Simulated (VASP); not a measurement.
A run of VASP 6.6.1 is set up as follows.

Contents of INCAR:

```
SYSTEM = Cr
PREC = Accurate
ENCUT = 500
EDIFF = 1E-6
ISMEAR = -1
SIGMA = 0.1
LREAL = .False.
LASPH = .True.
NELM = 120
ALGO = Normal
ISIF = 2
LWAVE = .False.
LCHARG = .True.
GGA = B5
ALDAX = 1.0
AGGAX = 1.0
AGGAC = 1.0
ALDAC = 0.0
LELF = .True.
LVHAR = .True.
NBANDS = 12
GGA_COMPAT = .False.
```

The input KPOINTS:

```
Automatic mesh
0
Gamma
  8 8 8
  0 0 0
```

Contents of POSCAR:

```
Cr
1.0
   -1.4396587882      1.4396587882      1.4396587882
    1.4396587882     -1.4396587882      1.4396587882
    1.4396587882      1.4396587882     -1.4396587882
Cr
1
Direct
    0.0000000000      0.0000000000      0.0000000000
```

Potentials or basis: VASP PAW PBE potentials, release 64 (Cr_pv).

Command:

```console
$ cat potpaw_PBE.64/Cr_pv/POTCAR > POTCAR
$ mpirun -np 1 vasp_std > vasp.out
```

What does it give for the band gap on the k mesh?

Zero (band 6 reaches 13.25 eV, above the bottom of band 7 at 10.05 eV).

Predict the pressure.

0.3 GPa.

Caveat: the k points lie up to 0.39 Å⁻¹ apart; the PAW data sets were made with another functional, which shifts forces and pressure a little; the run has no spin polarisation, though such a crystal can be magnetic. Spin polarisation is off, so any magnetic state and its effect on volume and gap are missing.
